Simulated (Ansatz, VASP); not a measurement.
## GaN: VASP beside Ansatz

```
Ga N
1.0
     0.00000    2.24733    2.13524
     2.13524    0.00000    2.13524
     2.13524    2.24733    0.00000
Ga N
1 1
Direct
  0.00000 0.00000 0.00000
  0.50000 0.50000 0.50000
```

Change from the starting cell: strain +0.0525 x Voigt [0, 1, 0, 0, 0, 0], atoms carried along.

Alike in both runs: task single point; functional PBEsol; k mesh 14 × 14 × 14; occupations gaussian, width 0.03 eV; no spin polarisation.

|  | VASP | Ansatz |
| --- | --- | --- |
| version | VASP 6.6.1 | Ansatz 0.2.0 |
| potentials or method | VASP PAW PBE potentials, release 64 (Ga_d, N), cutoff 520 eV | scalar-relativistic, plane waves, PAW |
| valence electrons in the cell | 18 | 18 |

|  | VASP | Ansatz | Ansatz less VASP |
| --- | --- | --- | --- |
| gap on the k mesh at the Fermi level (eV) | none | none | - |
| pressure (GPa) | -15.4 | -15.7 | -0.37 |
| traceless stress, the component that is largest in VASP (GPa) | -2.96 | -2.96 | +0.006 |

VASP's potentials were made for PBE, not for PBEsol. A gap of «none» marks a metal or a gap that the smearing closes. The functional is the same, so the differences come from potentials, cutoffs and numerics.
